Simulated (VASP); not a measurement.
The system is AlIn2Sb2As.

```
Al In Sb As
1.0
     4.26425    0.00000    0.00000
     0.00000    4.26425    0.00000
     0.00000    0.00000    7.53988
Al In Sb As
1 2 2 1
Direct
  0.50000 0.50000 0.00000
  0.00000 0.50000 0.00000
  0.50000 0.00000 0.00000
  0.00000 0.00000 0.24252
  0.00000 0.00000 0.75748
  0.50000 0.50000 0.50000
```

The cell was built from a structure type or drawn by symmetry, and may not be a known phase.

- Program: VASP 6.6.1
- Task: relaxation of cell and atoms
- Functional: PBE
- Potentials or basis: VASP PAW PBE potentials, release 64 (Al, In_d, Sb, As)
- Cutoff: 600 eV
- k mesh: 4 × 4 × 2
- Occupations: gaussian, width 0.1 eV
- Spin: no spin polarisation

At the start: pressure 37.8 GPa; volume 22.85 Å³/atom.

Q: How do energy, volume and symmetry change on relaxing?

A: Over 11 steps the energy falls by 1446.6 meV/atom and the volume is 30.11 Å³/atom (+31.8 %); space group P4/mmm (No. 123, to 0.1 Å) before and after.

Step by step:
```csv
step,energy change (eV),largest force (eV/Å),pressure (GPa),volume (Å³)
1,0.0000,5.0061,37.78,137.10
2,-5.7031,0.3370,-5.72,270.37
3,-7.0532,0.7861,-1.48,204.10
4,-7.0554,0.6805,-2.35,209.73
5,-7.0591,0.7204,-2.03,207.52
6,-7.7554,0.9235,-2.08,198.62
7,-8.5111,1.1031,3.98,168.02
8,-8.6310,0.8936,0.26,179.08
9,-8.6463,0.5485,1.00,176.22
10,-8.6785,0.1337,-0.04,181.41
11,-8.6794,0.0275,0.08,180.66
```

Final structure:
```xyz
6
Lattice="5.3876 0.0000 0.0000 0.0000 5.3876 0.0000 0.0000 0.0000 6.2241" Properties=species:S:1:pos:R:3 pbc="T T T"
Al    2.6938    2.6938    0.0000
In    0.0000    2.6938    0.0000
In    2.6938    0.0000    0.0000
Sb    0.0000    5.3876    1.7582
Sb    5.3876    0.0000    4.4658
As    2.6938    2.6938    3.1120
```

Caveat: the k points lie up to 0.50 Å⁻¹ apart in the final cell, too coarse for converged energies and pressures of a metal; the volume moved by over 15 % at a fixed basis, so the end points are rough.
